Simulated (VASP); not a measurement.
# Pd (Im-3m) in VASP: a series of runs

Pd is run at these levels: PBE+D4, PBEsol+D3(BJ), PBEsol+D4, PBE; tasks: single point.

Everything below comes from runs of VASP 6.6.1. Logs are shortened: lines on timing, memory, paths and dates and some standing lists are left out, and cuts for length are marked.

**1. The cell of the first run**

Symmetry: Im-3m, No. 229, cubic system. Conventional cell: a = 3.109 Å, b = 3.109 Å, c = 3.109 Å, α = 90.00°, β = 90.00°, γ = 90.00°. Within 3.5 Å of Pd (site symmetry m-3m) lie 14 Pd at 2.69 to 3.11 Å.

**2. Single point, PBE+D4**

File INCAR:

```
SYSTEM = Pd
ALGO = Fast ; EDIFF = 1E-7
ENCUT = 520 ; GGA = PE
ISIF = 2 ; ISMEAR = -1
IVDW = 13 ; LASPH = .TRUE.
LCHARG = .FALSE. ; LREAL = .FALSE.
LWAVE = .FALSE. ; NBANDS = 11
NELM = 60 ; PREC = Accurate
SIGMA = 0.05
```

File KPOINTS:

```
k-points
0
G
  12 12 12
  0 0 0
```

File POSCAR:

```
Pd
1.0
   -1.5542864392      1.5542864392      1.5542864392
    1.5542864392     -1.5542864392      1.5542864392
    1.5542864392      1.5542864392     -1.5542864392
Pd
1
Direct
    0.0000000000      0.0000000000      0.0000000000
```

Potentials or basis: VASP PAW PBE potentials, release 64 (Pd).

On the command line:

```console
cat potpaw_PBE.64/Pd/POTCAR > POTCAR
mpirun -np 1 vasp_std > vasp.out
```

OUTCAR:

```text
SYSTEM = Pd
   EDIFF = 1E-7
   ENCUT = 520
   GGA = PE
   ISIF = 2
   ISMEAR = -1
   IVDW = 13
   LASPH = .TRUE.
   LREAL = .FALSE.
   NELM = 60
   PREC = Accurate

 ion  position               nearest neighbor table
   1  0.000  0.000  0.000-

  LATTYP: Found a body centered cubic cell.
 ALAT       =     3.1085728784

  Lattice vectors:

 A1 = (  -1.5542864392,   1.5542864392,   1.5542864392)
 A2 = (   1.5542864392,  -1.5542864392,   1.5542864392)
 A3 = (   1.5542864392,   1.5542864392,  -1.5542864392)

Analysis of symmetry for initial positions (statically):
=====================================================================
 Subroutine PRICEL returns:
 Original cell was already a primitive cell.

 Routine SETGRP: Setting up the symmetry group for a
 body centered cubic supercell.

 Subroutine GETGRP returns: Found 48 space group operations
 (whereof 48 operations were pure point group operations)
 out of a pool of 48 trial point group operations.

The static configuration has the point symmetry O_h .

Analysis of symmetry for dynamics (positions and initial velocities):
=====================================================================
 Subroutine PRICEL returns:
 Original cell was already a primitive cell.

 Routine SETGRP: Setting up the symmetry group for a
 body centered cubic supercell.

 Subroutine GETGRP returns: Found 48 space group operations
 (whereof 48 operations were pure point group operations)
 out of a pool of 48 trial point group operations.

The dynamic configuration has the point symmetry O_h .

 Subroutine INISYM returns: Found 48 space group operations
 (whereof 48 operations are pure point group operations),
 and found     1 'primitive' translations

----------------------------------------------------------------------------------------

                                     Primitive cell

  volume of cell :      15.0194

  direct lattice vectors                    reciprocal lattice vectors
    -1.554286439  1.554286439  1.554286439     0.000000000  0.321691026  0.321691026
     1.554286439 -1.554286439  1.554286439     0.321691026  0.000000000  0.321691026
     1.554286439  1.554286439 -1.554286439     0.321691026  0.321691026  0.000000000

  length of vectors
     2.692103082  2.692103082  2.692103082     0.454939812  0.454939812  0.454939812

  position of ions in fractional coordinates (direct lattice)
     0.000000000  0.000000000  0.000000000
[... 81 lines left out ...]
   NFREE  =      0    steps in history (QN), initial steepest desc. (CG)
   ISIF   =      2    stress and relaxation
   ISYM   =      2    0-nonsym 1-usesym 2-fastsym
   POTIM  = 0.5000    time-step for ionic-motion
   TEBEG  =    0.0;   TEEND  =   0.0 temperature during run
   PSTRESS=    0.0 pullay stress
   NELECT =      10.0000    total number of electrons
   NUPDOWN=      -1.0000    fix difference up-down
   EMIN   =  10.00;   EMAX   =-10.00  energy-range for DOS
   EFERMI =   0.00;   METHOD = LEGACY
   ISMEAR =    -1;   SIGMA  =   0.05  broadening in eV -4-tet -1-fermi 0-gaus
   EFERMI_NEDOS =   21; number of points for ismear=-14 and -15
   IALGO  =     68    algorithm
   IMIX   =      4    mixing-type and parameters
     AMIX     =   0.40;   BMIX     =  1.00
     AMIX_MAG =   1.60;   BMIX_MAG =  1.00
  volume/ion in A,a.u.               =      15.02       101.36
  Fermi-wavevector in a.u.,A,eV,Ry     =   1.429521  2.701402 27.803905  2.043529
  Thomas-Fermi vector in A             =   2.549465
   LORBIT       =      0    0 simple, 1 ext, 2 COOP (PROOUT), +10 PAW based schemes
   GGA     = PE    functional components
   LHFCALC =     F    Hartree Fock is set to
   AEXX    =    0.0000 exact exchange contribution
   IVDW    =    13    specifies the selected vdW correction
   LEPSILON=     F    determine dielectric tensor
   LRPA    =     F    only Hartree local field effects (RPA)
 non-spin polarized calculation
 RMM-DIIS sequential band-by-band and
  energy-cutoff  :      520.00
  volume of cell :       15.02
 maximum number of plane-waves:       420
   NGX =  9   NGY =  9   NGZ =  9

 number of electron      10.0000004 magnetization

 Free energy of the ion-electron system (eV)
  ---------------------------------------------------
  ext. energy  EPLUGINS =         0.00000000
  ---------------------------------------------------
  free energy    TOTEN  =        -5.17554924 eV

  energy without entropy =       -5.16575475  energy(sigma->0) =       -5.17065200

 E-fermi :   9.4581     XC(G=0): -13.0671

 val. band max:        9.4506008500   @ k =  -0.4167   0.4167   0.4167
 cond. band min:       9.5401465639   @ k =  -0.4167   0.4167   0.2500
 fundamental gap:      0.0895457139
 Fermi energy:         9.4581056280

 k-point     1 :       0.0000    0.0000    0.0000
  band No.  band energies     occupation
      1       2.4887      2.00000
      2       6.5992      2.00000
      3       6.5992      2.00000
      4       6.5992      2.00000
      5       8.5393      2.00000
      6       8.5393      2.00000
      7      28.8345      0.00000
      8      28.8345      0.00000
      9      28.8345      0.00000
     10      37.2179      0.00000
     11      37.2229      0.00000
[... 309 lines left out ...]
 k-point    24 :       0.4167    0.0833    0.0833
  band No.  band energies     occupation
      1       4.6843      2.00000
      2       5.4319      2.00000
      3       8.4090      2.00000
      4       8.5503      2.00000
      5       8.7824      2.00000
      6      13.0411      0.00000
      7      17.2582      0.00000
      8      23.9225      0.00000
      9      24.8619      0.00000
     10      33.9376      0.00000
     11      36.6756      0.00000

 [... further k-points ...]

------------------------ aborting loop because EDIFF is reached ----------------------------------------

  DFT-D4 for vdW energy calculation

  Edisp (eV):   -0.48326

  FORCE on cell =-STRESS in cart. coord.  units (eV):
  Direction    XX          YY          ZZ          XY          YZ          ZX
  --------------------------------------------------------------------------------------
  -------------------------------------------------------------------------------------
  Total      -0.02986    -0.02986    -0.02986     0.00000     0.00000    -0.00000
  in kB      -3.18485    -3.18485    -3.18485     0.00000     0.00000    -0.00000
  external pressure =       -3.18 kB  Pullay stress =        0.00 kB

 VOLUME and BASIS-vectors are now :
 -----------------------------------------------------------------------------
  energy-cutoff  :      520.00
  volume of cell :       15.02
      direct lattice vectors                 reciprocal lattice vectors
    -1.554286439  1.554286439  1.554286439     0.000000000  0.321691026  0.321691026
     1.554286439 -1.554286439  1.554286439     0.321691026  0.000000000  0.321691026
     1.554286439  1.554286439 -1.554286439     0.321691026  0.321691026  0.000000000

 POSITION                                       TOTAL-FORCE (eV/Angst)
 -----------------------------------------------------------------------------------
      0.00000      0.00000      0.00000         0.000000      0.000000      0.000000
 -----------------------------------------------------------------------------------
    total drift:                                0.000000     -0.000000     -0.000000

  FREE ENERGIE OF THE ION-ELECTRON SYSTEM (eV)
  ---------------------------------------------------
  free  energy   TOTEN  =        -5.6588139751 eV

  energy  without entropy=       -5.6490194863  energy(sigma->0) =       -5.65391673
```

OSZICAR:

```text
N       E                     dE             d eps       ncg     rms          rms(c)
DAV:   1     0.432085745963E+02    0.43209E+02   -0.53214E+03  1592   0.865E+02
DAV:   2    -0.485430624855E+01   -0.48063E+02   -0.46619E+02  1801   0.183E+02
DAV:   3    -0.543568445085E+01   -0.58138E+00   -0.58040E+00  1883   0.215E+01
DAV:   4    -0.543830042916E+01   -0.26160E-02   -0.26157E-02  1913   0.150E+00
DAV:   5    -0.543833020888E+01   -0.29780E-04   -0.29779E-04  2033   0.146E-01    0.726E+00
RMM:   6    -0.518811764939E+01    0.25021E+00   -0.33787E-01  1661   0.541E+00    0.358E+00
RMM:   7    -0.517893053407E+01    0.91871E-02   -0.64687E-03  1821   0.926E-01    0.192E+00
RMM:   8    -0.517553932270E+01    0.33912E-02   -0.83258E-04  1846   0.267E-01    0.712E-02
RMM:   9    -0.517554317758E+01   -0.38549E-05   -0.89408E-05  1999   0.763E-02    0.180E-02
RMM:  10    -0.517554846032E+01   -0.52827E-05   -0.23184E-05  1984   0.357E-02    0.407E-03
RMM:  11    -0.517554894806E+01   -0.48774E-06   -0.82155E-06  2063   0.196E-02    0.361E-03
RMM:  12    -0.517554926101E+01   -0.31295E-06   -0.18031E-06  1905   0.946E-03    0.128E-03
RMM:  13    -0.517554923945E+01    0.21569E-07   -0.60042E-07  1698   0.478E-03
   1 F= -.56588140E+01 E0= -.56539167E+01  d E =-.979449E-02
```

Wall time 7.5 s (1 thread of AMD EPYC 9R45 (Zen 5), shared host); peak memory 0.1 GiB.

What came out:

```yaml
Free_energy: -5.6588 eV
Pressure: -0.3 GPa
Band_gap_on_the_k_mesh: zero (band 5 reaches 10.07 eV, above the bottom of band 6 at 8.43 eV)
Dispersion_energy_per_atom: -0.483 eV
```

Caveat: pairwise dispersion overbinds metals, which lowers pressure and volume.

**3. Single point, PBEsol+D3(BJ)**

This run uses another cell than the first one, of 14.17 Å³/atom, 0.944 times its volume.

File INCAR:

```
PREC     = Accurate       # precision mode
ENCUT    = 520            # plane-wave cutoff, eV
EDIFF    = 1E-6           # SCF threshold, eV
ISMEAR   = -1             # smearing method
SIGMA    = 0.05           # smearing width, eV
LREAL    = False          # projectors in reciprocal space
LASPH    = True           # aspherical terms in the spheres
NELM     = 100            # most SCF steps
ALGO     = Fast           # electronic algorithm
ISIF     = 2              # what is computed and relaxed
LWAVE    = False          # write WAVECAR
LCHARG   = True           # write CHGCAR
GGA      = PS             # functional
IVDW     = 12             # dispersion correction
LELF     = True           # ELF
LVHAR    = True         
NBANDS   = 11             # bands
```

File KPOINTS:

```
regular mesh
0
Gamma
  12 12 12
```

File POSCAR:

```
Pd
1.0
   -1.5244562184      1.5244562184      1.5244562184
    1.5244562184     -1.5244562184      1.5244562184
    1.5244562184      1.5244562184     -1.5244562184
Pd
1
Direct
    0.0000000000      0.0000000000      0.0000000000
```

Potentials or basis: VASP PAW PBE potentials, release 64 (Pd).

On the command line:

```console
cat potpaw_PBE.64/Pd/POTCAR > POTCAR
mpirun -np 1 vasp_std > vasp.out
```

It took 6.9 s on 1 thread of AMD EPYC 9R45 (Zen 5), shared host; peak memory 0.11 GiB.

The run converged. Its results:

```
Free energy                : -6.5532 eV
Pressure                   : -0.5 GPa
Band gap on the k mesh     : zero (band 5 reaches 10.98 eV, above the bottom of band 6 at 9.16 eV)
Dispersion energy per atom : -0.648 eV
```

Levels at points of the mesh, in eV from the Fermi level:
```csv
k point,band 3,band 4,band 5,band 6,band 7,band 8
"(0.00, 0.00, 0.00)",-3.14,-3.14,-0.99,-0.99,19.44,19.44
"(0.50, 0.00, 0.00)",-1.06,-0.72,0.70,1.27,8.30,15.21
"(0.50, 0.50, 0.50)",0.28,0.28,0.28,9.34,9.34,9.34
```

Caveat: the PAW data sets were made with another functional, which shifts forces and pressure a little; pairwise dispersion overbinds metals, which lowers pressure and volume.

**4. Single point, PBEsol+D4**

This run uses another cell than the first one, of 14.45 Å³/atom, 0.962 times its volume.

File INCAR:

```
PREC     = Accurate       # precision mode
ENCUT    = 520            # plane-wave cutoff, eV
EDIFF    = 1E-6           # SCF threshold, eV
ISMEAR   = -1             # smearing method
SIGMA    = 0.05           # smearing width, eV
LREAL    = False          # projectors in reciprocal space
LASPH    = True           # aspherical terms in the spheres
NELM     = 100            # most SCF steps
ALGO     = Normal         # electronic algorithm
ISIF     = 2              # what is computed and relaxed
LWAVE    = False          # write WAVECAR
LCHARG   = False          # write CHGCAR
GGA      = PS             # functional
IVDW     = 13             # dispersion correction
NBANDS   = 11             # bands
```

KPOINTS is that of step 3.

File POSCAR:

```
Pd
1.0
   -1.5344170329      1.5344170329      1.5344170329
    1.5344170329     -1.5344170329      1.5344170329
    1.5344170329      1.5344170329     -1.5344170329
Pd
1
Direct
    0.0000000000      0.0000000000      0.0000000000
```

On the command line:

```console
cat potpaw_PBE.64/Pd/POTCAR > POTCAR
mpirun -np 1 vasp_std > vasp.out
```

Run time: 6.1 s. Hardware: 1 thread of AMD EPYC 9R45 (Zen 5), shared host; peak memory 0.1 GiB.

Results (log left out):

- Free energy: -6.2057 eV
- Pressure: -0.4 GPa
- Band gap on the k mesh: zero (band 5 reaches 10.61 eV, above the bottom of band 6 at 8.86 eV)
- Dispersion energy per atom: -0.292 eV

Levels at points of the mesh, in eV from the Fermi level:
```tsv
k point	band 1	band 2	band 3	band 4	band 5	band 6	band 7	band 8	band 9	band 10
(0.00, 0.00, 0.00)	-7.36	-3.04	-3.04	-3.04	-0.96	-0.96	19.40	19.40	19.40	26.23
(0.50, 0.00, 0.00)	-5.49	-4.30	-1.03	-0.70	0.67	1.31	8.12	15.16	18.04	24.73
(0.50, 0.50, 0.50)	-5.42	-5.42	0.27	0.27	0.27	9.26	9.26	9.26	17.97	17.97
```

Caveat: the PAW data sets were made with another functional, which shifts forces and pressure a little; pairwise dispersion overbinds metals, which lowers pressure and volume.

(Continued in part 2 of 2.)
